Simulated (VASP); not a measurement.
**NiGe: relaxation of cell and atoms with PBEsol**

The system is NiGe.

```
CELL_PARAMETERS angstrom
-1.86489 -1.86489 -3.72978
-1.86489 -3.72978 -1.86489
-3.72978 -1.86489 -1.86489
ATOMIC_POSITIONS crystal
Ni 0.00000 0.00000 0.00000
Ge 0.50000 0.50000 0.50000
```

```json
{
 "Program": "VASP 6.6.1",
 "Task": "relaxation of cell and atoms",
 "Functional": "PBEsol",
 "Potentials or basis": "VASP PAW PBE potentials, release 64 (Ni, Ge_d)",
 "Cutoff": "600 eV",
 "k mesh": "18 × 18 × 18",
 "Occupations": "gaussian, width 0.1 eV",
 "Spin": "no spin polarisation",
 "Dipole correction": "no",
 "Further INCAR settings": "ALGO = Normal; EDIFF = 1e-06; IBRION = 2; EDIFFG = -0.01; NSW = 100; ISIF = 3"
}
```

```json
{"Relaxed volume": "12.80 Å³/atom", "Relaxed cell": "a = 4.076 Å, b = 4.076 Å, c = 4.076 Å, α = 40.34°, β = 40.34°, γ = 40.34°", "Space group after relaxing (to 0.1 Å)": "R-3m (No. 166)", "Energy gained by relaxing": "204.9 meV/atom", "Ionic steps": "8", "Pressure after relaxing": "0.1 GPa", "Band gap on the k mesh": "zero (bands 12 and 13 overlap by 1.00 eV)"}
```

Stress tensor (GPa, compression positive):
```
 0.07 -0.07 -0.07
-0.07  0.07 -0.07
-0.07 -0.07  0.07
```

Step by step:
```tsv
step	energy change (eV)	largest force (eV/Å)	pressure (GPa)	volume (Å³)
1	0.0000	0.0000	-1.25	25.94
2	-0.3701	0.0000	0.29	25.40
3	-0.4032	0.0000	2.02	25.18
4	-0.4048	0.0000	3.36	25.09
5	-0.4047	0.0000	-2.98	26.12
6	-0.4096	0.0000	-0.05	25.58
7	-0.4096	0.0000	-0.17	25.59
8	-0.4097	0.0000	0.07	25.60
```

Final structure:
```xyz
2
Lattice="-1.4962 -1.4962 -3.4843 -1.4962 -3.4843 -1.4962 -3.4843 -1.4962 -1.4962" Properties=species:S:1:pos:R:3 pbc="T T T"
Ni   -3.4843   -1.4962   -1.4962
Ge   -3.2384   -3.2384   -3.2384
```

Levels at points of the mesh, in eV from the Fermi level:
| k point | band 8 | band 9 | band 10 | band 11 | band 12 | band 13 | band 14 | band 15 | band 16 |
| --- | --- | --- | --- | --- | --- | --- | --- | --- | --- |
| (0.00, 0.00, 0.00) | -2.90 | -1.91 | -1.91 | -1.62 | -1.62 | 2.67 | 9.28 | 9.28 | 15.15 |
| (0.50, 0.00, 0.00) | -4.17 | -2.63 | -2.25 | -0.80 | -0.23 | 2.63 | 3.91 | 6.30 | 9.32 |
| (0.50, 0.50, 0.00) | -3.25 | -2.23 | -2.02 | -1.80 | -0.79 | -0.25 | 3.43 | 4.07 | 9.69 |
| (0.50, 0.50, 0.50) | -2.54 | -2.04 | -2.04 | -1.60 | -1.60 | 9.98 | 9.98 | 12.21 | 13.21 |

Run time: 48 min on 1 thread of Intel Xeon 8259CL (shared host), peak memory 0.5 GiB.

Caveat: the PAW data sets were made with another functional, which shifts forces and pressure a little. Spin polarisation is off, so any magnetic state and its effect on volume and gap are missing.
